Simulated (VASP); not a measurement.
Input of a VASP 6.6.1 run:

The input INCAR:

```
  PREC = Accurate
  ENCUT = 520
  EDIFF = 1E-6
  ISMEAR = -1
  SIGMA = 0.02
  LREAL = False
  LASPH = True
  NELM = 80
  ALGO = Normal
  ISIF = 2
  LWAVE = False
  LCHARG = True
  GGA = PE
  LELF = True
  LVHAR = True
  NBANDS = 15
```

Contents of KPOINTS:

```
Automatic mesh
0
Gamma
  8 8 8
```

The input POSCAR:

```
SrO
1.0
   -0.2032193739      2.7387273788      2.7387273788
    2.7387273788     -0.2032193739      2.7387273788
    2.7387273788      2.7387273788     -0.2032193739
Sr O
1 1
Direct
   -0.0066524534     -0.0066524534     -0.0066524534
    0.2566524534      0.2566524534      0.2566524534
```

Potentials or basis: VASP PAW PBE potentials, release 64 (Sr_sv, O).

The run is started by

```sh
$ cat potpaw_PBE.64/Sr_sv/POTCAR potpaw_PBE.64/O/POTCAR > POTCAR
$ mpirun -np 1 vasp_std > vasp.out
```

Problem. Predict the pressure.

Solution. -1.9 GPa.

Problem. What does it give for the band gap on the k mesh?

Solution. 2.38 eV, indirect (least direct gap 2.91 eV).

Stress tensor (GPa, compression positive):
```
-1.86  1.61  1.61
 1.61 -1.86  1.61
 1.61  1.61 -1.86
```

Caveat: the cell differs from its parent crystal (epitaxial 111 strain +5.4%). A k mesh can miss the band edges.
